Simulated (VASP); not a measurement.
# Si16C (a cell with a defect) in VASP: single point with PBE

Aim: the single point of Si16C (a cell with a defect) with PBE.

All numbers are computed with VASP 6.6.1; they aren't measurements. Logs are shortened: lines on timing, memory, paths and dates and some standing lists are left out, and cuts for length are marked.

## (1) The cell of the first run

The cell holds a defect, 17 atoms: a = 7.679 Å, b = 7.679 Å, c = 7.679 Å, α = 60.00°, β = 60.00°, γ = 60.00°.

## (2) Single point, PBE, collinear spin

Input file INCAR:

```
PREC = Accurate ; ENCUT = 520
EDIFF = 1E-6 ; ISMEAR = -1
SIGMA = 0.02 ; LREAL = F
LASPH = T ; NELM = 200
ALGO = Normal ; ISIF = 2
LWAVE = F ; LCHARG = T
ISPIN = 2 ; MAGMOM = 0 0 0 0 0 0 0 0 0 0 0 0 0 0 0 0 0.06
LORBIT = 11 ; GGA = PE
LELF = T ; LVHAR = T
NBANDS = 52 ; GGA_COMPAT = F
```

Input file KPOINTS:

```
regular mesh
0
Gamma
  2 2 2
```

Input file POSCAR:

```
Si16C
1.0
    0.0000000000      5.4300000000      5.4300000000
    5.4300000000      0.0000000000      5.4300000000
    5.4300000000      5.4300000000      0.0000000000
Si C
16 1
Direct
    0.0509668508     -0.0162891344      0.0391068140
    0.0854419890      0.1965285451      0.1515377532
    0.0135267035     -0.0087569061      0.5527716390
    0.1444383057      0.1004604052      0.6644014733
   -0.0895580110      0.5857826888     -0.0147697974
    0.1045856354      0.6129834254      0.1378268877
   -0.0292357274      0.4924033149      0.4969705341
    0.1740055249      0.5909300184      0.5286832413
    0.4451197053      0.0687476980      0.0366850829
    0.6801749540      0.1091068140      0.1224585635
    0.5032688766     -0.0159760589      0.5010589319
    0.6133149171      0.1300920810      0.6369797422
    0.4734714549      0.4894014733      0.0243186004
    0.5269337017      0.6891436464      0.1400276243
    0.5337937385      0.4846593002      0.4843462247
    0.5951657459      0.6334346225      0.6453499079
    1.0743554328      0.7211325967      0.7338581952
```

Potentials or basis: VASP PAW PBE potentials, release 64 (Si, C).

Command:

```sh
cat potpaw_PBE.64/Si/POTCAR potpaw_PBE.64/C/POTCAR > POTCAR
mpirun -np 1 vasp_std > vasp.out
```

OUTCAR:

```text
PREC = Accurate
   ENCUT = 520
   EDIFF = 1E-6
   ISMEAR = -1
   LREAL = F
   LASPH = T
   NELM = 200
   ISIF = 2
   ISPIN = 2
   LORBIT = 11
   GGA = PE

 ion  position               nearest neighbor table
   1  0.051  0.984  0.039-  10 2.34   2 2.36   4 2.37   6 2.41
   2  0.085  0.197  0.152-   9 2.26   1 2.36   5 2.50   3 2.57
   3  0.014  0.991  0.553-  17 1.80   4 2.21  12 2.53   2 2.57   8 2.75
   4  0.144  0.100  0.664-   3 2.21  11 2.27   1 2.37   7 2.51
   5  0.910  0.586  0.985-  17 1.81  14 2.41   6 2.44   2 2.50   8 3.04
   6  0.105  0.613  0.138-   7 2.25  13 2.31   1 2.41   5 2.44
   7  0.971  0.492  0.497-   8 2.19   6 2.25  16 2.37   4 2.51
   8  0.174  0.591  0.529-  17 1.92   7 2.19  15 2.34   3 2.75  14 2.92   5 3.04
   9  0.445  0.069  0.037-   2 2.26  10 2.40  14 2.42  12 2.55
  10  0.680  0.109  0.122-   1 2.34   9 2.40  11 2.40  13 2.44
  11  0.503  0.984  0.501-  16 2.21   4 2.27  10 2.40  12 2.46
  12  0.613  0.130  0.637-  15 2.24  11 2.46   3 2.53   9 2.55
  13  0.473  0.489  0.024-   6 2.31  16 2.38  14 2.38  10 2.44
  14  0.527  0.689  0.140-  15 2.32  13 2.38   5 2.41   9 2.42   8 2.92
  15  0.534  0.485  0.484-  12 2.24  14 2.32   8 2.34  16 2.36
  16  0.595  0.633  0.645-  11 2.21  15 2.36   7 2.37  13 2.38
  17  0.074  0.721  0.734-   3 1.80   5 1.81   8 1.92

  LATTYP: Found a face centered cubic cell.
 ALAT       =    10.8600000000

  Lattice vectors:

 A1 = (   0.0000000000,   5.4300000000,   5.4300000000)
 A2 = (   5.4300000000,   0.0000000000,   5.4300000000)
 A3 = (   5.4300000000,   5.4300000000,   0.0000000000)

Analysis of symmetry for initial positions (statically):
=====================================================================
 Subroutine PRICEL returns:
 Original cell was already a primitive cell.

 Routine SETGRP: Setting up the symmetry group for a
 face centered cubic supercell.

 Subroutine GETGRP returns: Found  1 space group operations
 (whereof  1 operations were pure point group operations)
 out of a pool of 48 trial point group operations.

The static configuration has the point symmetry C_1 .

Analysis of symmetry for dynamics (positions and initial velocities):
=====================================================================
 Subroutine PRICEL returns:
 Original cell was already a primitive cell.

 Routine SETGRP: Setting up the symmetry group for a
 face centered cubic supercell.

 Subroutine GETGRP returns: Found  1 space group operations
 (whereof  1 operations were pure point group operations)
 out of a pool of 48 trial point group operations.

The dynamic configuration has the point symmetry C_1 .

Analysis of structural, dynamic, and magnetic symmetry:
=====================================================================
 Subroutine PRICEL returns:
 Original cell was already a primitive cell.

 Routine SETGRP: Setting up the symmetry group for a
 face centered cubic supercell.

 Subroutine GETGRP returns: Found  1 space group operations
 (whereof  1 operations were pure point group operations)
 out of a pool of 48 trial point group operations.

The overall configuration has the point symmetry C_1 .

 Subroutine INISYM returns: Found  1 space group operations
 (whereof  1 operations are pure point group operations),
 and found     1 'primitive' translations

----------------------------------------------------------------------------------------

                                     Primitive cell

  volume of cell :     320.2060

  direct lattice vectors                    reciprocal lattice vectors
     0.000000000  5.430000000  5.430000000    -0.092081031  0.092081031  0.092081031
     5.430000000  0.000000000  5.430000000     0.092081031 -0.092081031  0.092081031
     5.430000000  5.430000000  0.000000000     0.092081031  0.092081031 -0.092081031

  length of vectors
     7.679179644  7.679179644  7.679179644     0.159489025  0.159489025  0.159489025

  position of ions in fractional coordinates (direct lattice)
     0.050966851  0.983710866  0.039106814
     0.085441989  0.196528545  0.151537753
     0.013526703  0.991243094  0.552771639
     0.144438306  0.100460405  0.664401473
     0.910441989  0.585782689  0.985230203
     0.104585635  0.612983425  0.137826888
[... 9 lines left out ...]
     0.595165746  0.633434622  0.645349908
     0.074355433  0.721132597  0.733858195

  ion indices of the primitive-cell ions
   primitive index   ion index
                 1           1
                 2           2
                 3           3
                 4           4
                 5           5
                 6           6
[... 9 lines left out ...]
                16          16
                17          17

----------------------------------------------------------------------------------------

 KPOINTS: regular mesh

Automatic generation of k-mesh.
 Grid dimensions read from file:
 generate k-points for:    2    2    2

 Generating k-lattice:

  Cartesian coordinates                     Fractional coordinates (reciprocal lattice)
    -0.046040516  0.046040516  0.046040516     0.500000000  0.000000000  0.000000000
     0.046040516 -0.046040516  0.046040516     0.000000000  0.500000000  0.000000000
     0.046040516  0.046040516 -0.046040516     0.000000000  0.000000000  0.500000000

  Length of vectors
     0.079744512  0.079744512  0.079744512

  Shift w.r.t. Gamma in fractional coordinates (k-lattice)
     0.000000000  0.000000000  0.000000000

 Subroutine IBZKPT returns following result:
 ===========================================

 Found      8 irreducible k-points:

 Following reciprocal coordinates:
            Coordinates               Weight
  0.000000  0.000000  0.000000      1.000000
  0.500000  0.000000  0.000000      1.000000
  0.000000  0.500000  0.000000      1.000000
  0.000000  0.000000  0.500000      1.000000
  0.500000  0.500000  0.500000      1.000000
  0.500000  0.500000  0.000000      1.000000
  0.000000  0.500000  0.500000      1.000000
  0.500000  0.000000  0.500000      1.000000
   k-points           NKPTS =      8   k-points in BZ     NKDIM =      8   number of bands    NBANDS=     52
   number of dos      NEDOS =    301   number of ions     NIONS =     17
   total plane-waves  NPLWV = 216000
   dimension x,y,z NGX =    60 NGY =   60 NGZ =   60
   dimension x,y,z NGXF=   120 NGYF=  120 NGZF=  120
   ions per type =              16   1
   NGX,Y,Z   is equivalent  to a cutoff of  12.99, 12.99, 12.99 a.u.
   NGXF,Y,Z  is equivalent  to a cutoff of  25.98, 25.98, 25.98 a.u.
 SYSTEM =  unknown system
   PREC   = accura    normal or accurate (medium, high low for compatibility)
   ISTART =      0    job   : 0-new  1-cont  2-samecut
   ICHARG =      2    charge: 1-file 2-atom 10-const
   ISPIN  =      2    spin polarized calculation?
   LNONCOLLINEAR =      F non collinear calculations
   LSORBIT =      F    spin-orbit coupling
   LASPH  =      T    aspherical Exc in radial PAW
   ENCUT  =  520.0 eV  38.22 Ry    6.18 a.u.  14.28 14.28 14.28*2*pi/ulx,y,z
   NELM   =    200;   NELMIN=  2; NELMDL= -5     # of ELM steps
   EDIFF  = 0.1E-05   stopping-criterion for ELM
   LREAL  =      F    real-space projection
   EDIFFG = 0.1E-04   stopping-criterion for IOM
   NSW    =      0    number of steps for IOM
   IBRION =     -1    ionic relax: 0-MD 1-quasi-New 2-CG
   NFREE  =      0    steps in history (QN), initial steepest desc. (CG)
   ISIF   =      2    stress and relaxation
   ISYM   =      2    0-nonsym 1-usesym 2-fastsym
   POTIM  = 0.5000    time-step for ionic-motion
   TEBEG  =    0.0;   TEEND  =   0.0 temperature during run
   PSTRESS=    0.0 pullay stress
   NELECT =      68.0000    total number of electrons
   NUPDOWN=      -1.0000    fix difference up-down
   EMIN   =  10.00;   EMAX   =-10.00  energy-range for DOS
   EFERMI =   0.00;   METHOD = LEGACY
   ISMEAR =    -1;   SIGMA  =   0.02  broadening in eV -4-tet -1-fermi 0-gaus
   EFERMI_NEDOS =   21; number of points for ismear=-14 and -15
   IALGO  =     38    algorithm
   IMIX   =      4    mixing-type and parameters
     AMIX     =   0.40;   BMIX     =  1.00
     AMIX_MAG =   1.60;   BMIX_MAG =  1.00
  volume/ion in A,a.u.               =      18.84       127.11
  Fermi-wavevector in a.u.,A,eV,Ry     =   0.976715  1.845724 12.979587  0.953973
  Thomas-Fermi vector in A             =   2.107356
   LORBIT       =     11    0 simple, 1 ext, 2 COOP (PROOUT), +10 PAW based schemes
   GGA     = PE    functional components
   LHFCALC =     F    Hartree Fock is set to
   AEXX    =    0.0000 exact exchange contribution
   IVDW    =     0    specifies the selected vdW correction
   LEPSILON=     F    determine dielectric tensor
   LRPA    =     F    only Hartree local field effects (RPA)
 spin polarized calculation
  energy-cutoff  :      520.00
  volume of cell :      320.21
 maximum number of plane-waves:      8646
 NGX is ok and might be reduce to    60
   NGX = 29   NGY = 29   NGZ = 29

 number of electron      68.0000000 magnetization      -0.0005481

 number of electron      68.0000000 magnetization       0.0000282

 Free energy of the ion-electron system (eV)
  ---------------------------------------------------
  ext. energy  EPLUGINS =         0.00000000
  ---------------------------------------------------
  free energy    TOTEN  =       -88.84774287 eV

  energy without entropy =      -88.84136855  energy(sigma->0) =      -88.84455571

 E-fermi :   6.2663     XC(G=0):  -9.6142

 val. band max:        6.2500287226   @ k =   0.5000   0.0000   0.0000
 cond. band min:       6.2824622585   @ k =   0.0000   0.0000   0.0000
 fundamental gap:      0.0324335359
 Fermi energy:         6.2662819664

 spin component 1

 k-point     1 :       0.0000    0.0000    0.0000
  band No.  band energies     occupation
      1      -7.0528      1.00000
      2      -5.3209      1.00000
      3      -3.8857      1.00000
      4      -3.8194      1.00000
      5      -3.6343      1.00000
      6      -3.0354      1.00000
[... 38 lines left out ...]
     45       8.4099      0.00000
     46       8.5190      0.00000
[... 301 lines left out ...]
      5      -3.9908      1.00000
      6      -3.9561      1.00000
[... 38 lines left out ...]
     45       9.9334      0.00000
     46      10.0970      0.00000
 Fermi energy:         6.2662819664

 spin component 2

 k-point     1 :       0.0000    0.0000    0.0000
  band No.  band energies     occupation
      1      -7.0528      1.00000
      2      -5.3209      1.00000
      3      -3.8857      1.00000
      4      -3.8194      1.00000
      5      -3.6343      1.00000
      6      -3.0354      1.00000
[... 38 lines left out ...]
     45       8.4099      0.00000
     46       8.5190      0.00000
[... 301 lines left out ...]
      5      -3.9908      1.00000
      6      -3.9561      1.00000
[... 38 lines left out ...]
     45       9.9334      0.00000
     46      10.0970      0.00000
 [bands above 46 left out]

------------------------ aborting loop because EDIFF is reached ----------------------------------------

  FORCE on cell =-STRESS in cart. coord.  units (eV):
  Direction    XX          YY          ZZ          XY          YZ          ZX
  --------------------------------------------------------------------------------------
  -------------------------------------------------------------------------------------
  Total        5.6527494      2.1705889      6.8189105     -1.3520512      0.9543931      0.5940614
  in kB       28.2840002     10.8607215     34.1189838     -6.7651004      4.7753849      2.9724353
  external PRESSURE =      24.4212351 kB  Pullay stress =       0.0000000 kB

 VOLUME and BASIS-vectors are now :
 -----------------------------------------------------------------------------
  energy-cutoff  :      520.00
  volume of cell :      320.21
      direct lattice vectors                 reciprocal lattice vectors
     0.000000000  5.430000000  5.430000000    -0.092081031  0.092081031  0.092081031
     5.430000000  0.000000000  5.430000000     0.092081031 -0.092081031  0.092081031
     5.430000000  5.430000000  0.000000000     0.092081031  0.092081031 -0.092081031

 POSITION                                       TOTAL-FORCE (eV/Angst)
 -----------------------------------------------------------------------------------
      5.55390      0.48910      5.61830        -0.465260     -0.445828     -0.315685
      1.89000      1.28680      1.53110         0.675664     -0.059975     -0.840776
      8.38400      3.07500      5.45590         0.360708     -2.368080     -0.836974
      4.15320      4.39200      1.32980         1.599878     -0.670592      1.079011
      8.53060     10.29350      8.12450         0.305169      1.093836     -0.127926
      4.07690      1.31630      3.89640         0.058618     -1.077966      0.278879
[... 9 lines left out ...]
      6.94380      6.73600      6.67130        -0.942477      0.968660     -1.027042
      7.90060      4.38860      4.31950        -1.919754     -0.703801     -0.482822
 -----------------------------------------------------------------------------------
    total drift:                               -0.000033     -0.000038      0.000019

  FREE ENERGIE OF THE ION-ELECTRON SYSTEM (eV)
  ---------------------------------------------------
  free  energy   TOTEN  =       -88.8477428700 eV

  energy  without entropy=      -88.8413685523  energy(sigma->0) =      -88.84455571

 total charge

# of ion       s       p       d       tot
------------------------------------------
    1        0.753   0.913   0.000   1.666
    2        0.770   0.876   0.000   1.646
    3        0.750   0.920   0.000   1.670
    4        0.761   0.944   0.000   1.704
    5        0.773   0.873   0.000   1.646
    6        0.768   0.907   0.000   1.675
[... 9 lines left out ...]
   16        0.748   0.955   0.000   1.703
   17        0.900   1.538   0.000   2.439
--------------------------------------------------
tot         13.044  16.173   0.000  29.217

 magnetization (x)

# of ion       s       p       d       tot
------------------------------------------
    1       -0.000   0.000   0.000   0.000
    2        0.000   0.000   0.000   0.000
    3        0.000   0.000   0.000   0.000
    4        0.000   0.000   0.000   0.000
    5        0.000   0.000   0.000   0.000
    6        0.000  -0.000   0.000   0.000
[... 9 lines left out ...]
   16       -0.000  -0.000   0.000  -0.000
   17       -0.000  -0.000   0.000  -0.000
--------------------------------------------------
tot          0.000   0.000   0.000   0.000
```

Run time: 8.3 min. Hardware: 1 thread of AMD EPYC 7R43 (Zen 3), shared host; peak memory 0.7 GiB.

What came out:

```yaml
Free_energy: -88.8477 eV
Pressure: 2.4 GPa
Largest_force: 2.616 eV/Å
Band_gap_on_the_k_mesh: zero (filled and empty bands overlap)
Net_moment: 0.00 μB per cell
Valence_electrons_inside_the_program's_atomic_spheres: Si 1.67, 1.65, 1.70, 1.68, 1.72, 1.71, 1.64, 1.66 (each value once); C 2.44
```

Forces in eV/Å, atoms in the order of the input:
```
Si  -0.465 -0.446 -0.316
Si   0.676 -0.060 -0.841
Si   0.361 -2.368 -0.837
Si   1.600 -0.671  1.079
Si   0.305  1.094 -0.128
Si   0.059 -1.078  0.279
Si  -0.250  0.833 -1.778
Si   1.697  1.513  1.075
Si  -2.349  0.285  1.114
Si   1.165 -1.033 -0.939
Si   0.860 -0.019  2.288
Si  -0.388  1.395 -0.828
Si  -0.500  0.489  0.461
Si  -0.274  0.140  0.572
Si   0.368 -0.339  0.307
Si  -0.942  0.969 -1.027
C   -1.920 -0.704 -0.483
```

Stress tensor (GPa, compression positive):
```
 2.83 -0.68  0.30
-0.68  1.09  0.48
 0.30  0.48  3.41
```

Caveat: the k points lie up to 0.50 Å⁻¹ apart.
